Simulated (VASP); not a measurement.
Wanted: the native input for a VASP 6.6.1 run.

```yaml
Task: single point
Functional: PBE
Potentials_or_basis: VASP PAW PBE potentials, release 64 (Sc_sv, Si)
Cutoff: 520 eV
k_mesh: 4 × 4 × 4
Occupations: gaussian, width 0.1 eV
Spin: no spin polarisation
Dipole_correction: no
Further_INCAR_settings: ALGO = Normal; EDIFF = 1e-07; NBANDS = 32
```

The structure of Sc4Si lies in POSCAR:

```
Sc4Si
1.0
    4.9885022485      0.0000000000      0.0000000000
    0.0000000000      4.9885022485      0.0000000000
    0.0000000000      0.0000000000      4.9885022485
Sc Si
4 1
Direct
    0.0000000000      0.5000000000      0.5000000000
    0.5000000000      0.0000000000      0.5000000000
    0.5000000000      0.5000000000      0.0000000000
    0.5000000000      0.5000000000      0.5000000000
    0.0000000000      0.0000000000      0.0000000000
```

The cell was built from a structure type or drawn by symmetry, and may not be a known phase.

One way to write it, as run:

INCAR

```
SYSTEM = Sc4Si
ALGO = Normal
EDIFF = 1E-7
ENCUT = 520
GGA = PE
ISIF = 2
ISMEAR = 0
LASPH = .True.
LCHARG = .False.
LREAL = .False.
LWAVE = .False.
NBANDS = 32
NELM = 60
PREC = Accurate
SIGMA = 0.1
```

KPOINTS

```
k-points
0
Gamma
  4 4 4
  0 0 0
```

Potentials or basis: VASP PAW PBE potentials, release 64 (Sc_sv, Si).

The run is started by

```sh
$ cat potpaw_PBE.64/Sc_sv/POTCAR potpaw_PBE.64/Si/POTCAR > POTCAR
$ mpirun -np 1 vasp_std > vasp.out
```

It gave:

```yaml
Pressure: 0.1 GPa
Band_gap_on_the_k_mesh: zero (bands 24 and 25 overlap by 1.05 eV)
```

Wall time 26 s on 1 thread of Intel(R) Xeon(R) 6975P-C (Granite Rapids), with other jobs on the host, peak memory 0.24 GiB.
